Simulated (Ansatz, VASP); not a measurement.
## One calculation of PbSe, two programs

```
Pb Se
1.0
     0.00000    3.01275    3.16339
     3.01275    0.00000    3.16339
     3.01275    3.01275    0.00000
Pb Se
1 1
Direct
  0.00000 0.00000 0.00000
  0.50000 0.50000 0.50000
```

Alike in both runs: task single point; functional r2SCAN; k mesh 10 × 10 × 10; occupations gaussian, width 0.05 eV; no spin polarisation.

|  | VASP | Ansatz |
| --- | --- | --- |
| version | VASP 6.6.1 | Ansatz 0.2.0 |
| potentials or method | VASP PAW PBE potentials, release 64 (Pb_d, Se), cutoff 520 eV | scalar-relativistic, plane waves, PAW |
| valence electrons in the cell | 20 | 30 |

```csv
,VASP,Ansatz,Ansatz less VASP
gap on the k mesh at the Fermi level (eV),0.51,0.51,-0.007
least direct gap on the mesh (eV),0.51,0.51,-0.007
pressure (GPa),1.8,1.8,-0.03
"traceless stress, the component that is largest in VASP (GPa)",-3.87,-3.86,+0.013
```

VASP's potentials were made for PBE, not for r2SCAN. The functional is the same, so the differences come from potentials, cutoffs and numerics. VASP's potentials hold 20 valence electrons a cell and Ansatz's 30, so a difference there can come from the potentials and not from the codes.

Neither program's run includes spin-orbit coupling.
